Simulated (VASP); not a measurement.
Runs of VASP 6.6.1 on W. The structure is that of space group Fm-3m (No. 225), or close to it. The cells are those of the table. 

| cell | gap on the mesh (eV) | pressure (GPa) |
| --- | --- | --- |
| a = 2.848, b = 2.848, c = 2.827 Å, angles 60.2, 60.2, 59.5°, 1 atom | none | -3.8 |
| a = 2.869 Å, angles 60.0°, 1 atom | none | -11.9 |
| a = 2.785, b = 2.785, c = 2.742 Å, angles 60.5, 60.5, 59.0°, 1 atom | none | (b) |
| a = 2.827, b = 2.827, c = 2.869 Å, angles 59.5, 59.5, 61.0°, 1 atom | none | -3.7 |
| a = 2.785 Å, angles 60.0°, 1 atom | none | (a) |

Alike in all rows: task single point; level PBEsol; potentials or basis VASP PAW PBE potentials, release 64 (W_sv); no spin polarisation; k mesh 26 × 26 × 26; cutoff (eV) 520; smearing gaussian 0.15 eV.

Task: Estimate the missing entries.

Result: (a) 15.7; (b) 21.7.

Caveats: the PAW data sets were made with another functional, which shifts forces and pressure a little; spin-orbit coupling is left out, which moves the levels of the heavy elements.

A k mesh can miss the band edges, and the runs leave out spin-orbit coupling on W.

A gap of «none» marks levels without a gap at the run's occupations.
